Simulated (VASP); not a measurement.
**Ga3N: single point with PBE**

Sheet: Ga3N, a sheet with vacuum.

```xyz
4
Lattice="4.7502 0.0000 0.0000 0.0000 4.7502 0.0000 0.0000 0.0000 23.8000" Properties=species:S:1:pos:R:3 pbc="T T T"
Ga    0.0000    2.3751    7.0000
Ga    2.3751    0.0000    7.0000
Ga    2.3751    2.3751    7.0000
N     0.0000    0.0000    7.0000
```

```yaml
Program: VASP 6.6.1
Task: single point
Functional: PBE
Potentials_or_basis: VASP PAW PBE potentials, release 64 (Ga_d, N)
Cutoff: 520 eV
k_mesh: 10 × 10 × 1
Occupations: gaussian, width 0.1 eV
Spin: no spin polarisation
```

```json
{
  "Band gap on the k mesh": "zero (band 22 reaches -2.53 eV, above the bottom of band 23 at -3.66 eV)"
}
```

Levels at points of the mesh, in eV from the Fermi level:
```csv
k point,band 20,band 21,band 22,band 23,band 24,band 25
"(0.00, 0.00, 0.00)",-2.97,-2.34,-0.06,-0.06,0.55,1.92
"(0.50, 0.00, 0.00)",-2.41,-1.55,-1.38,-0.36,1.58,2.60
"(0.50, 0.50, 0.00)",-0.94,0.63,0.63,1.17,1.69,1.69
```

It took 5.8 min on 1 thread of AMD EPYC 9R45 96-Core Processor (Zen 5) (shared host), peak memory 0.63 GiB.
